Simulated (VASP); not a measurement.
# CuO2 (Fm-3m) in VASP: notebook

Runs on CuO2. Level: PBE. Tasks: single point.

Program: VASP 6.6.1. These are calculated values, not measurements. Logs are shortened: lines on timing, memory, paths and dates and some standing lists are left out, and cuts for length are marked.

## 1. The cell of the first run

The structure is cubic, space group Fm-3m (No. 225). The conventional cell has a = 4.848 Å, b = 4.848 Å, c = 4.848 Å, α = 90.00°, β = 90.00°, γ = 90.00°. Within 2.8 Å of Cu (site symmetry m-3m) lie 8 O at 2.10 Å. O (site symmetry -43m) has 4 Cu at 2.10 Å and 6 O at 2.42 Å within 2.8 Å.

## 2. Single point, PBE, collinear spin, ferromagnetic start

File INCAR:

```
SYSTEM = CuO2
ALGO     = Normal         ! electronic algorithm
EDIFF    = 1E-6           ! SCF threshold, eV
ENCUT    = 520            ! plane-wave cutoff, eV
GGA      = PE             ! functional
ISIF     = 2              ! what is computed and relaxed
ISMEAR   = 0              ! smearing method
ISPIN    = 2              ! spin polarisation
LASPH    = .True.         ! aspherical terms in the spheres
LCHARG   = .False.        ! write CHGCAR
LMAXMIX  = 4              ! l up to which the mixer works
LORBIT   = 11             ! projections on sites
LREAL    = .False.        ! projectors in reciprocal space
LWAVE    = .False.        ! write WAVECAR
MAGMOM   = 0.73 0.79 0.79 ! initial moments
NBANDS   = 22             ! bands
NELM     = 150            ! most SCF steps
PREC     = Accurate       ! precision mode
SIGMA    = 0.1            ! smearing width, eV
```

File KPOINTS:

```
k-points
0
Gamma
  14 14 14
  0 0 0
```

File POSCAR:

```
CuO2
1.0
    0.0000000000      2.4240690854      2.4240690854
    2.4240690854      0.0000000000      2.4240690854
    2.4240690854      2.4240690854      0.0000000000
Cu O
1 2
Direct
    0.0000000000      0.0000000000      0.0000000000
    0.2500000000      0.2500000000      0.2500000000
    0.7500000000      0.7500000000      0.7500000000
```

Potentials or basis: VASP PAW PBE potentials, release 64 (Cu, O).

On the command line:

```console
> cat potpaw_PBE.64/Cu/POTCAR potpaw_PBE.64/O/POTCAR > POTCAR
> mpirun -np 1 vasp_std > vasp.out
```

OUTCAR:

```text
SYSTEM = CuO2
   EDIFF = 1E-6
   ENCUT = 520
   GGA = PE
   ISIF = 2
   ISMEAR = 0
   ISPIN = 2
   LASPH = .True.
   LORBIT = 11
   LREAL = .False.
   NELM = 150
   PREC = Accurate

 ion  position               nearest neighbor table
   1  0.000  0.000  0.000-   3 2.10   3 2.10   3 2.10   2 2.10   3 2.10   2 2.10   2 2.10   2 2.10

   2  0.250  0.250  0.250-   1 2.10   1 2.10   1 2.10   1 2.10
   3  0.750  0.750  0.750-   1 2.10   1 2.10   1 2.10   1 2.10

  LATTYP: Found a face centered cubic cell.
 ALAT       =     4.8481381708

  Lattice vectors:

 A1 = (   0.0000000000,   2.4240690854,   2.4240690854)
 A2 = (   2.4240690854,   0.0000000000,   2.4240690854)
 A3 = (   2.4240690854,   2.4240690854,   0.0000000000)

Analysis of symmetry for initial positions (statically):
=====================================================================
 Subroutine PRICEL returns:
 Original cell was already a primitive cell.

 Routine SETGRP: Setting up the symmetry group for a
 face centered cubic supercell.

 Subroutine GETGRP returns: Found 48 space group operations
 (whereof 48 operations were pure point group operations)
 out of a pool of 48 trial point group operations.

The static configuration has the point symmetry O_h .

Analysis of symmetry for dynamics (positions and initial velocities):
=====================================================================
 Subroutine PRICEL returns:
 Original cell was already a primitive cell.

 Routine SETGRP: Setting up the symmetry group for a
 face centered cubic supercell.

 Subroutine GETGRP returns: Found 48 space group operations
 (whereof 48 operations were pure point group operations)
 out of a pool of 48 trial point group operations.

The dynamic configuration has the point symmetry O_h .

Analysis of structural, dynamic, and magnetic symmetry:
=====================================================================
 Subroutine PRICEL returns:
 Original cell was already a primitive cell.

 Routine SETGRP: Setting up the symmetry group for a
 face centered cubic supercell.

 Subroutine GETGRP returns: Found 48 space group operations
 (whereof 48 operations were pure point group operations)
 out of a pool of 48 trial point group operations.

The overall configuration has the point symmetry O_h .

 Subroutine INISYM returns: Found 48 space group operations
 (whereof 48 operations are pure point group operations),
 and found     1 'primitive' translations

----------------------------------------------------------------------------------------

                                     Primitive cell

  volume of cell :      28.4882

  direct lattice vectors                    reciprocal lattice vectors
     0.000000000  2.424069085  2.424069085    -0.206264748  0.206264748  0.206264748
     2.424069085  0.000000000  2.424069085     0.206264748 -0.206264748  0.206264748
     2.424069085  2.424069085  0.000000000     0.206264748  0.206264748 -0.206264748

  length of vectors
     3.428151377  3.428151377  3.428151377     0.357261024  0.357261024  0.357261024

  position of ions in fractional coordinates (direct lattice)
     0.000000000  0.000000000  0.000000000
     0.250000000  0.250000000  0.250000000
     0.750000000  0.750000000  0.750000000

  ion indices of the primitive-cell ions
   primitive index   ion index
                 1           1
                 2           2
                 3           3

----------------------------------------------------------------------------------------

 KPOINTS: k-points

Automatic generation of k-mesh.
 Grid dimensions read from file:
 generate k-points for:   14   14   14

 Generating k-lattice:

  Cartesian coordinates                     Fractional coordinates (reciprocal lattice)
    -0.014733196  0.014733196  0.014733196     0.071428571  0.000000000  0.000000000
     0.014733196 -0.014733196  0.014733196     0.000000000  0.071428571  0.000000000
     0.014733196  0.014733196 -0.014733196     0.000000000  0.000000000  0.071428571

  Length of vectors
     0.025518645  0.025518645  0.025518645

  Shift w.r.t. Gamma in fractional coordinates (k-lattice)
     0.000000000  0.000000000  0.000000000

 Subroutine IBZKPT returns following result:
 ===========================================

 Found    104 irreducible k-points:

 Following reciprocal coordinates:
            Coordinates               Weight
  0.000000  0.000000  0.000000      1.000000
  0.071429  0.000000  0.000000      8.000000
  0.142857  0.000000  0.000000      8.000000
  0.214286  0.000000  0.000000      8.000000
  0.285714  0.000000  0.000000      8.000000
  0.357143  0.000000  0.000000      8.000000
[... 16 lines left out ...]
  0.214286  0.142857  0.000000     24.000000
  0.285714  0.142857  0.000000     24.000000
 [... further k-points ...]
   k-points           NKPTS =    104   k-points in BZ     NKDIM =    104   number of bands    NBANDS=     22
   number of dos      NEDOS =    301   number of ions     NIONS =      3
   total plane-waves  NPLWV =  21952
   dimension x,y,z NGX =    28 NGY =   28 NGZ =   28
   dimension x,y,z NGXF=    56 NGYF=   56 NGZF=   56
   ions per type =               1   2
   NGX,Y,Z   is equivalent  to a cutoff of  13.58, 13.58, 13.58 a.u.
   NGXF,Y,Z  is equivalent  to a cutoff of  27.16, 27.16, 27.16 a.u.
 SYSTEM =  CuO2
   PREC   = accura    normal or accurate (medium, high low for compatibility)
   ISTART =      0    job   : 0-new  1-cont  2-samecut
   ICHARG =      2    charge: 1-file 2-atom 10-const
   ISPIN  =      2    spin polarized calculation?
   LNONCOLLINEAR =      F non collinear calculations
   LSORBIT =      F    spin-orbit coupling
   LASPH  =      T    aspherical Exc in radial PAW
   ENCUT  =  520.0 eV  38.22 Ry    6.18 a.u.   6.37  6.37  6.37*2*pi/ulx,y,z
   NELM   =    150;   NELMIN=  2; NELMDL= -5     # of ELM steps
   EDIFF  = 0.1E-05   stopping-criterion for ELM
   LREAL  =      F    real-space projection
   EDIFFG = 0.1E-04   stopping-criterion for IOM
   NSW    =      0    number of steps for IOM
   IBRION =     -1    ionic relax: 0-MD 1-quasi-New 2-CG
   NFREE  =      0    steps in history (QN), initial steepest desc. (CG)
   ISIF   =      2    stress and relaxation
   ISYM   =      2    0-nonsym 1-usesym 2-fastsym
   POTIM  = 0.5000    time-step for ionic-motion
   TEBEG  =    0.0;   TEEND  =   0.0 temperature during run
   PSTRESS=    0.0 pullay stress
   NELECT =      23.0000    total number of electrons
   NUPDOWN=      -1.0000    fix difference up-down
   EMIN   =  10.00;   EMAX   =-10.00  energy-range for DOS
   EFERMI =   0.00;   METHOD = LEGACY
   ISMEAR =     0;   SIGMA  =   0.10  broadening in eV -4-tet -1-fermi 0-gaus
   EFERMI_NEDOS =   21; number of points for ismear=-14 and -15
   IALGO  =     38    algorithm
   IMIX   =      4    mixing-type and parameters
     AMIX     =   0.40;   BMIX     =  1.00
     AMIX_MAG =   1.60;   BMIX_MAG =  1.00
  volume/ion in A,a.u.               =       9.50        64.08
  Fermi-wavevector in a.u.,A,eV,Ry     =   1.524389  2.880677 31.616696  2.323762
  Thomas-Fermi vector in A             =   2.632703
   LORBIT       =     11    0 simple, 1 ext, 2 COOP (PROOUT), +10 PAW based schemes
   GGA     = PE    functional components
   LHFCALC =     F    Hartree Fock is set to
   AEXX    =    0.0000 exact exchange contribution
   IVDW    =     0    specifies the selected vdW correction
   LEPSILON=     F    determine dielectric tensor
   LRPA    =     F    only Hartree local field effects (RPA)
 spin polarized calculation
 Gauss-broadening in eV      SIGMA  =   0.10
  energy-cutoff  :      520.00
  volume of cell :       28.49
 maximum number of plane-waves:       780
 NGX is ok and might be reduce to    28
   NGX = 13   NGY = 13   NGZ = 13

 number of electron      22.9999989 magnetization       1.9973636

 Free energy of the ion-electron system (eV)
  ---------------------------------------------------
  ext. energy  EPLUGINS =         0.00000000
  ---------------------------------------------------
  free energy    TOTEN  =       -13.18867007 eV

  energy without entropy =      -13.17787232  energy(sigma->0) =      -13.18327120

 E-fermi :   3.8557     XC(G=0): -11.7746

 val. band max:        3.8532008242   @ k =  -0.4286   0.2857   0.0000
 cond. band min:       3.8718597348   @ k =   0.5000   0.3571   0.0000
 fundamental gap:      0.0186589106
 Fermi energy:         3.8556803858

 spin component 1

 k-point     1 :       0.0000    0.0000    0.0000
  band No.  band energies     occupation
      1     -16.0143      1.00000
      2     -12.2950      1.00000
      3      -1.9643      1.00000
      4      -1.9643      1.00000
      5      -1.9643      1.00000
      6       1.0922      1.00000
[... 14 lines left out ...]
     21      31.5247      0.00000
     22      31.5249      0.00000

 k-point     2 :       0.0714    0.0000    0.0000
  band No.  band energies     occupation
      1     -15.9672      1.00000
      2     -12.3491      1.00000
      3      -1.9333      1.00000
      4      -1.9333      1.00000
      5      -1.8785      1.00000
      6       1.0557      1.00000
[... 14 lines left out ...]
     21      31.2233      0.00000
     22      31.6467      0.00000
[... 523 lines left out ...]
     21      29.9816      0.00000
     22      30.4514      0.00000

 k-point    24 :       0.2857    0.1429    0.0000
  band No.  band energies     occupation
      1     -15.3825      1.00000
      2     -12.9391      1.00000
      3      -1.7157      1.00000
      4      -1.6961      1.00000
      5      -0.5910      1.00000
      6      -0.3713      1.00000
[... 14 lines left out ...]
     21      29.4580      0.00000
     22      29.8469      0.00000

 [... further k-points ...]

 spin component 2

 k-point     1 :       0.0000    0.0000    0.0000
  band No.  band energies     occupation
      1     -15.0279      1.00000
      2     -11.0106      1.00000
      3      -1.1064      1.00000
      4      -1.1064      1.00000
      5      -1.1064      1.00000
      6       1.4967      1.00000
[... 14 lines left out ...]
     21      31.8789      0.00000
     22      31.8789      0.00000

 k-point     2 :       0.0714    0.0000    0.0000
  band No.  band energies     occupation
      1     -14.9778      1.00000
      2     -11.0703      1.00000
      3      -1.0746      1.00000
      4      -1.0746      1.00000
      5      -1.0148      1.00000
      6       1.4715      1.00000
[... 14 lines left out ...]
     21      31.5688      0.00000
     22      31.9904      0.00000
[... 523 lines left out ...]
     21      30.5145      0.00000
     22      30.7538      0.00000

 k-point    24 :       0.2857    0.1429    0.0000
  band No.  band energies     occupation
      1     -14.3516      1.00000
      2     -11.7141      1.00000
      3      -0.8563      1.00000
      4      -0.8373      1.00000
      5       0.3312      1.00000
      6       0.3707      1.00000
[... 14 lines left out ...]
     21      29.9155      0.00000
     22      30.1763      0.00000

 [... further k-points ...]

------------------------ aborting loop because EDIFF is reached ----------------------------------------

  FORCE on cell =-STRESS in cart. coord.  units (eV):
  Direction    XX          YY          ZZ          XY          YZ          ZX
  --------------------------------------------------------------------------------------
  -------------------------------------------------------------------------------------
  Total       -0.0207587     -0.0207587     -0.0207587      0.0000000     -0.0000000      0.0000000
  in kB       -1.1674700     -1.1674700     -1.1674700      0.0000000     -0.0000000      0.0000000
  external PRESSURE =      -1.1674700 kB  Pullay stress =       0.0000000 kB

 VOLUME and BASIS-vectors are now :
 -----------------------------------------------------------------------------
  energy-cutoff  :      520.00
  volume of cell :       28.49
      direct lattice vectors                 reciprocal lattice vectors
     0.000000000  2.424069085  2.424069085    -0.206264748  0.206264748  0.206264748
     2.424069085  0.000000000  2.424069085     0.206264748 -0.206264748  0.206264748
     2.424069085  2.424069085  0.000000000     0.206264748  0.206264748 -0.206264748

 POSITION                                       TOTAL-FORCE (eV/Angst)
 -----------------------------------------------------------------------------------
      0.00000      0.00000      0.00000        -0.000000     -0.000000     -0.000000
      1.21203      1.21203      1.21203         0.000000      0.000000      0.000000
      3.63610      3.63610      3.63610        -0.000000     -0.000000     -0.000000
 -----------------------------------------------------------------------------------
    total drift:                               -0.000000     -0.000000      0.000000

  FREE ENERGIE OF THE ION-ELECTRON SYSTEM (eV)
  ---------------------------------------------------
  free  energy   TOTEN  =       -13.1886700673 eV

  energy  without entropy=      -13.1778723233  energy(sigma->0) =      -13.18327120

 total charge

# of ion       s       p       d       tot
------------------------------------------
    1        0.329   0.403   8.969   9.701
    2        1.612   3.216   0.000   4.827
    3        1.612   3.216   0.000   4.827
--------------------------------------------------
tot          3.552   6.834   8.969  19.355

 magnetization (x)

# of ion       s       p       d       tot
------------------------------------------
    1       -0.020  -0.019   0.625   0.586
    2        0.009   0.616   0.000   0.626
    3        0.009   0.616   0.000   0.626
--------------------------------------------------
tot         -0.002   1.214   0.625   1.837
```

It took 2.2 min on 1 thread of Intel Xeon 6975P-C (Granite Rapids), shared host; peak memory 0.23 GiB.

What came out:

```yaml
Free_energy: -13.1887 eV
Pressure: -0.1 GPa
Net_moment: 2.00 μB per cell
Site_moments: Cu +0.59; O +0.63 μB
Valence_electrons_inside_the_program's_atomic_spheres: Cu 9.70; O 4.83
```

Caveat: a cell with one magnetic atom can't hold antiferromagnetic order, which such compounds often take; semilocal functionals often make such compounds metallic where correlation or magnetic order opens a gap, which also shifts bond lengths. With open d or f shells a metallic result of PBE can be an artefact of self-interaction; +U or a hybrid may open a gap.

(Continued in part 2 of 2.)
